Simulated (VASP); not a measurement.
# Sr (Fm-3m) in VASP: a series of runs

Runs on Sr. Level: LDA. Tasks: single point.

Program: VASP 6.6.1. These are calculated values, not measurements. Logs are shortened: lines on timing, memory, paths and dates and some standing lists are left out, and cuts for length are marked.

## 1. The cell of the first run

Symmetry: Fm-3m, No. 225, cubic system. Conventional cell: a = 5.806 Å, b = 5.806 Å, c = 5.806 Å, α = 90.00°, β = 90.00°, γ = 90.00°. Sr (site symmetry m-3m) has 12 Sr at 4.11 Å within 5.4 Å.

## 2. Single point, LDA

The input, INCAR:

```
SYSTEM = Sr
PREC     = Accurate       ! precision mode
ENCUT    = 500            ! plane-wave cutoff, eV
EDIFF    = 1E-6           ! SCF threshold, eV
ISMEAR   = -1             ! smearing method
SIGMA    = 0.1            ! smearing width, eV
LREAL    = .FALSE.        ! projectors in reciprocal space
LASPH    = .TRUE.         ! aspherical terms in the spheres
NELM     = 120            ! most SCF steps
ALGO     = Normal         ! electronic algorithm
ISIF     = 2              ! what is computed and relaxed
LWAVE    = .FALSE.        ! write WAVECAR
LCHARG   = .TRUE.         ! write CHGCAR
GGA      = CA             ! functional
LELF     = .TRUE.         ! ELF
LVHAR    = .TRUE.       
NBANDS   = 11             ! bands
GGA_COMPAT= .FALSE.
```

The input, KPOINTS:

```
regular mesh
0
G
  9 9 9
  0 0 0
```

The input, POSCAR:

```
Sr
1.0
    0.0000000000      2.9028949114      2.9028949114
    2.9028949114      0.0000000000      2.9028949114
    2.9028949114      2.9028949114      0.0000000000
Sr
1
Direct
    0.0000000000      0.0000000000      0.0000000000
```

Potentials or basis: VASP PAW LDA potentials, release 64 (Sr_sv).

Launch:

```bash
$ cat potpaw_LDA.64/Sr_sv/POTCAR > POTCAR
$ mpirun -np 1 vasp_std > vasp.out
```

OUTCAR:

```text
SYSTEM = Sr
   PREC = Accurate
   ENCUT = 500
   EDIFF = 1E-6
   ISMEAR = -1
   LREAL = .FALSE.
   LASPH = .TRUE.
   NELM = 120
   ISIF = 2
   GGA = CA

 ion  position               nearest neighbor table
   1  0.000  0.000  0.000-

  LATTYP: Found a face centered cubic cell.
 ALAT       =     5.8057898228

  Lattice vectors:

 A1 = (   0.0000000000,   2.9028949114,   2.9028949114)
 A2 = (   2.9028949114,   0.0000000000,   2.9028949114)
 A3 = (   2.9028949114,   2.9028949114,   0.0000000000)

Analysis of symmetry for initial positions (statically):
=====================================================================
 Subroutine PRICEL returns:
 Original cell was already a primitive cell.

 Routine SETGRP: Setting up the symmetry group for a
 face centered cubic supercell.

 Subroutine GETGRP returns: Found 48 space group operations
 (whereof 48 operations were pure point group operations)
 out of a pool of 48 trial point group operations.

The static configuration has the point symmetry O_h .

Analysis of symmetry for dynamics (positions and initial velocities):
=====================================================================
 Subroutine PRICEL returns:
 Original cell was already a primitive cell.

 Routine SETGRP: Setting up the symmetry group for a
 face centered cubic supercell.

 Subroutine GETGRP returns: Found 48 space group operations
 (whereof 48 operations were pure point group operations)
 out of a pool of 48 trial point group operations.

The dynamic configuration has the point symmetry O_h .

 Subroutine INISYM returns: Found 48 space group operations
 (whereof 48 operations are pure point group operations),
 and found     1 'primitive' translations

----------------------------------------------------------------------------------------

                                     Primitive cell

  volume of cell :      48.9242

  direct lattice vectors                    reciprocal lattice vectors
     0.000000000  2.902894911  2.902894911    -0.172241853  0.172241853  0.172241853
     2.902894911  0.000000000  2.902894911     0.172241853 -0.172241853  0.172241853
     2.902894911  2.902894911  0.000000000     0.172241853  0.172241853 -0.172241853

  length of vectors
     4.105313354  4.105313354  4.105313354     0.298331641  0.298331641  0.298331641

  position of ions in fractional coordinates (direct lattice)
[... 81 lines left out ...]
   IBRION =     -1    ionic relax: 0-MD 1-quasi-New 2-CG
   NFREE  =      0    steps in history (QN), initial steepest desc. (CG)
   ISIF   =      2    stress and relaxation
   ISYM   =      2    0-nonsym 1-usesym 2-fastsym
   POTIM  = 0.5000    time-step for ionic-motion
   TEBEG  =    0.0;   TEEND  =   0.0 temperature during run
   PSTRESS=    0.0 pullay stress
   NELECT =      10.0000    total number of electrons
   NUPDOWN=      -1.0000    fix difference up-down
   EMIN   =  10.00;   EMAX   =-10.00  energy-range for DOS
   EFERMI =   0.00;   METHOD = LEGACY
   ISMEAR =    -1;   SIGMA  =   0.10  broadening in eV -4-tet -1-fermi 0-gaus
   EFERMI_NEDOS =   21; number of points for ismear=-14 and -15
   IALGO  =     38    algorithm
   IMIX   =      4    mixing-type and parameters
     AMIX     =   0.40;   BMIX     =  1.00
     AMIX_MAG =   1.60;   BMIX_MAG =  1.00
  volume/ion in A,a.u.               =      48.92       330.16
  Fermi-wavevector in a.u.,A,eV,Ry     =   0.964347  1.822352 12.652955  0.929966
  Thomas-Fermi vector in A             =   2.093971
   LORBIT       =      0    0 simple, 1 ext, 2 COOP (PROOUT), +10 PAW based schemes
   GGA     = CA    functional components
   LHFCALC =     F    Hartree Fock is set to
   AEXX    =    0.0000 exact exchange contribution
   IVDW    =     0    specifies the selected vdW correction
   LEPSILON=     F    determine dielectric tensor
   LRPA    =     F    only Hartree local field effects (RPA)
 non-spin polarized calculation
  energy-cutoff  :      500.00
  volume of cell :       48.92
 maximum number of plane-waves:      1261
 NGX is ok and might be reduce to    30
   NGX = 15   NGY = 15   NGZ = 15

 number of electron      10.0000000 magnetization

 Free energy of the ion-electron system (eV)
  ---------------------------------------------------
  ext. energy  EPLUGINS =         0.00000000
  ---------------------------------------------------
  free energy    TOTEN  =        -1.91328365 eV

  energy without entropy =       -1.87094041  energy(sigma->0) =       -1.89211203

 E-fermi :   1.8313     XC(G=0):  -7.9316

 val. band max:        1.7665510779   @ k =  -0.3333   0.3333   0.1111
 cond. band min:       1.9471351475   @ k =  -0.4444   0.2222   0.0000
 fundamental gap:      0.1805840696
 Fermi energy:         1.8312610809

 k-point     1 :       0.0000    0.0000    0.0000
  band No.  band energies     occupation
      1     -34.3994      2.00000
      2     -16.3546      2.00000
      3     -16.3546      2.00000
      4     -16.3546      2.00000
      5      -2.0011      2.00000
      6       4.2007      0.00000
      7       4.2007      0.00000
      8       4.2007      0.00000
      9       5.8549      0.00000
     10       5.8549      0.00000
     11       9.3668      0.00000
[... 309 lines left out ...]
 k-point    24 :       0.4444    0.4444    0.0000
  band No.  band energies     occupation
      1     -34.3672      2.00000
      2     -16.6316      2.00000
      3     -16.4606      2.00000
      4     -16.4606      2.00000
      5       0.9464      1.99971
      6       2.0578      0.18810
      7       3.1854      0.00000
      8       6.8284      0.00000
      9       6.8284      0.00000
     10       7.0169      0.00000
     11       8.3776      0.00000

 [... further k-points ...]

------------------------ aborting loop because EDIFF is reached ----------------------------------------

  FORCE on cell =-STRESS in cart. coord.  units (eV):
  Direction    XX          YY          ZZ          XY          YZ          ZX
  --------------------------------------------------------------------------------------
  -------------------------------------------------------------------------------------
  Total       -0.0122432     -0.0122432     -0.0122432      0.0000000     -0.0000000      0.0000000
  in kB       -0.4009415     -0.4009415     -0.4009415      0.0000000     -0.0000000      0.0000000
  external PRESSURE =      -0.4009415 kB  Pullay stress =       0.0000000 kB

 VOLUME and BASIS-vectors are now :
 -----------------------------------------------------------------------------
  energy-cutoff  :      500.00
  volume of cell :       48.92
      direct lattice vectors                 reciprocal lattice vectors
     0.000000000  2.902894911  2.902894911    -0.172241853  0.172241853  0.172241853
     2.902894911  0.000000000  2.902894911     0.172241853 -0.172241853  0.172241853
     2.902894911  2.902894911  0.000000000     0.172241853  0.172241853 -0.172241853

 POSITION                                       TOTAL-FORCE (eV/Angst)
 -----------------------------------------------------------------------------------
      0.00000      0.00000      0.00000        -0.000000     -0.000000      0.000000
 -----------------------------------------------------------------------------------
    total drift:                               -0.000000     -0.000000      0.000000

  FREE ENERGIE OF THE ION-ELECTRON SYSTEM (eV)
  ---------------------------------------------------
  free  energy   TOTEN  =        -1.9132836536 eV

  energy  without entropy=       -1.8709404102  energy(sigma->0) =       -1.89211203
```

stdout:

```text
POSCAR found type information on POSCAR Sr
 POSCAR found :  1 types and       1 ions
 scaLAPACK will be used
 LDA part: xc-table for (Slater(with rela. corr.)+CA(PZ))
 , standard interpolation
 POSCAR, INCAR and KPOINTS ok, starting setup
 FFT: planning ... GRIDC
 FFT: planning ... GRID_SOFT
 FFT: planning ... GRID
 WAVECAR not read
 entering main loop
```

Run time: 8.2 s. Hardware: 1 thread of Intel Xeon 6975P-C (Granite Rapids), shared host; peak memory 0.15 GiB.

Results:

| Property | Result |
| --- | --- |
| Free energy | -1.9133 eV |
| Pressure | 0.0 GPa |
| Band gap on the k mesh | 0.18 eV, indirect (least direct gap 0.19 eV) |

Levels at points of the mesh, in eV from the valence-band top:
```
           k point  band 3  band 4  band 5  band 6  band 7  band 8
(0.00, 0.00, 0.00)  -18.12  -18.12   -3.77    2.43    2.43    2.43
```

A k mesh can miss the band edges.

## 3. Single point, LDA

The input, INCAR:

```
PREC     = Accurate       # precision mode
ENCUT    = 500            # plane-wave cutoff, eV
EDIFF    = 1E-6           # SCF threshold, eV
ISMEAR   = -1             # smearing method
SIGMA    = 0.1            # smearing width, eV
LREAL    = False          # projectors in reciprocal space
LASPH    = True           # aspherical terms in the spheres
NELM     = 120            # most SCF steps
ALGO     = Normal         # electronic algorithm
ISIF     = 2              # what is computed and relaxed
LWAVE    = False          # write WAVECAR
LCHARG   = False          # write CHGCAR
NBANDS   = 11             # bands
GGA_COMPAT= False
```

The input, KPOINTS:

```
regular mesh
0
Gamma
  9 9 9
```

POSCAR is that of step 2.

Potentials or basis: VASP PAW LDA potentials, release 64 (Sr_sv).

Launch:

```bash
$ cat potpaw_LDA.64/Sr_sv/POTCAR > POTCAR
$ mpirun -np 1 vasp_std > vasp.out
```

Wall time 7.5 s (1 thread of Intel Xeon 6975P-C (Granite Rapids), shared host); peak memory 0.15 GiB.

It converged, with:

- Free energy: -1.9133 eV
- Pressure: 0.0 GPa
- Band gap on the k mesh: 0.18 eV, indirect (least direct gap 0.19 eV)

Levels at points of the mesh, in eV from the valence-band top:
```csv
k point,band 2,band 3,band 4,band 5,band 6,band 7,band 8,band 9
"(0.00, 0.00, 0.00)",-18.12,-18.12,-18.12,-3.77,2.43,2.43,2.43,4.09
```

## 4. Single point, LDA

INCAR: that of step 3 with these lines changed.

```diff
@@ -4,3 +4,3 @@
 ISMEAR   = -1             # smearing method
-SIGMA    = 0.1            # smearing width, eV
+SIGMA    = 0.01           # smearing width, eV
 LREAL    = False          # projectors in reciprocal space
@@ -12,2 +12,3 @@
 LCHARG   = False          # write CHGCAR
+GGA      = CA             # functional
 NBANDS   = 11             # bands
```

The input, KPOINTS:

```
Automatic mesh
0
Gamma
  9 9 9
```

POSCAR is that of step 3.

Launch:

```bash
$ cat potpaw_LDA.64/Sr_sv/POTCAR > POTCAR
$ mpirun -np 1 vasp_std > vasp.out
```

It took 7 s on 1 thread of Intel Xeon 6975P-C (Granite Rapids), shared host; peak memory 0.15 GiB.

Results (log left out):

```yaml
Free_energy: -1.8950 eV
Pressure: 0.0 GPa
Band_gap_on_the_k_mesh: 0.18 eV, indirect (least direct gap 0.19 eV)
```

Levels at points of the mesh, in eV from the valence-band top:
```csv
k point,band 1,band 2,band 3,band 4,band 5,band 6,band 7,band 8,band 9,band 10
"(0.00, 0.00, 0.00)",-36.17,-18.12,-18.12,-18.12,-3.77,2.43,2.43,2.43,4.09,4.09
```

A k mesh can miss the band edges.
